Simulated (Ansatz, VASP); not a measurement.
One calculation of SiO2, two programs

INCAR

```
SYSTEM = SiO2
PREC = Accurate ; ENCUT = 520
EDIFF = 1E-6 ; ISMEAR = 0
SIGMA = 0.05 ; LREAL = .False.
LASPH = .True. ; NELM = 80
ALGO = Normal ; ISIF = 2
LWAVE = .False. ; LCHARG = .False.
GGA = CA ; NBANDS = 25
```

File KPOINTS:

```
Automatic mesh
0
Gamma
  6 6 10
  0 0 0
```

The input POSCAR:

```
SiO2
1.0
    4.1667182160      0.0000000000      0.0000000000
    0.0000000000      4.1667182160      0.0000000000
    0.0000000000      0.0000000000      2.3925295996
Si O
2 4
Direct
    0.5000000000      0.5000000000      0.5000000000
    0.0000000000      0.0000000000      0.0000000000
    0.6944252994      0.6944252994      0.0000000000
    0.1944252994      0.8055747006      0.5000000000
    0.3055747006      0.3055747006      0.0000000000
    0.8055747006      0.1944252994      0.5000000000
```

Input for Ansatz:

```yaml
crystal:
  lattice:
    - [4.166718216, 0.0, 0.0]
    - [0.0, 4.166718216, 0.0]
    - [0.0, 0.0, 2.3925295996]
  atoms:
    - { symbol: Si, position: [0.5, 0.5, 0.5] }
    - { symbol: Si, position: [0.0, 0.0, 0.0] }
    - { symbol: O, position: [0.6944252994, 0.6944252994, 0.0] }
    - { symbol: O, position: [0.1944252994, 0.8055747006, 0.5] }
    - { symbol: O, position: [0.3055747006, 0.3055747006, 0.0] }
    - { symbol: O, position: [0.8055747006, 0.1944252994, 0.5] }
basis:
  ecutwfc: 520.0
kpoints:
  mp_grid: { grid: [6, 6, 10] }
hamiltonian:
  xc: lda
  pseudopotentials: { kind: paw, azcp: { folder: soft_1 } }
scf:
  occupations: { method: gaussian, width: 0.05 }
output:
  forces: true
  stress: true
  eigenvalues: true
```

Alike in both runs: task single point; functional LDA; k mesh 6 × 6 × 10; occupations gaussian, width 0.05 eV; no spin polarisation.

|  | VASP | Ansatz |
| --- | --- | --- |
| version | VASP 6.6.1 | Ansatz 0.2.0 |
| potentials or method | VASP PAW LDA potentials, release 64 (Si, O), cutoff 520 eV | scalar-relativistic, plane waves, PAW |
| valence electrons in the cell | 32 | 32 |

Ansatz gave:

| Property | Result |
| --- | --- |
| gap on the k mesh at the Fermi level (eV) | 7.82 |
| least direct gap on the mesh (eV) | 7.82 |
| rms of the force components (eV/Å) | 0.264 |

Question: Estimate VASP's values.

Answer: gap on the k mesh at the Fermi level (eV): 7.80; least direct gap on the mesh (eV): 7.80; rms of the force components (eV/Å): 0.311.

Ansatz warns that its potentials were made for another functional, while VASP's fit it. LDA's correlation is that of Perdew and Zunger in VASP and of Perdew and Wang (1992) in Ansatz. Atom by atom the forces differ by 0.047 eV/Å (rms over components).
